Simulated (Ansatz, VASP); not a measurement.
# Two plane-wave programs on Mg3CdTe4

```
Mg Cd Te
1.0
     4.22463    0.00000    0.00000
     0.00000    4.22463    0.00000
     0.00000    0.00000   11.94907
Mg Cd Te
3 1 4
Direct
  0.00000 0.00000 0.00000
  0.50000 0.50000 0.25000
  0.50000 0.50000 0.75000
  0.00000 0.00000 0.50000
  0.50000 0.00000 0.37500
  0.00000 0.50000 0.62500
  0.50000 0.00000 0.87500
  0.00000 0.50000 0.12500
```

Alike in both runs: task single point; functional PBE; k mesh 4 × 4 × 2; occupations gaussian, width 0.1 eV; no spin polarisation.

```csv
,VASP,Ansatz
version,VASP 6.6.1,Ansatz 0.2.0
potentials or method,"VASP PAW PBE potentials, release 64 (Mg, Cd, Te), cutoff 520 eV","scalar-relativistic, plane waves, PAW"
valence electrons in the cell,42,114
```

VASP gave:

| Quantity | Value |
| --- | --- |
| gap on the k mesh at the Fermi level (eV) | 2.19 |
| least direct gap on the mesh (eV) | 2.24 |
| pressure (GPa) | 17.0 |
| traceless stress, the component that is largest in VASP (GPa) | -0.30 |
| rms of the force components (eV/Å) | 0.267 |

What did Ansatz give for the same quantities?

gap on the k mesh at the Fermi level (eV): 2.20; least direct gap on the mesh (eV): 2.26; pressure (GPa): 16.8; traceless stress, the component that is largest in VASP (GPa): -0.29; rms of the force components (eV/Å): 0.257.

Atom by atom the forces differ by 0.009 eV/Å (rms over components). VASP's potentials hold 42 valence electrons a cell and Ansatz's 114, so a difference there can come from the potentials and not from the codes.

Spin-orbit coupling is off throughout.
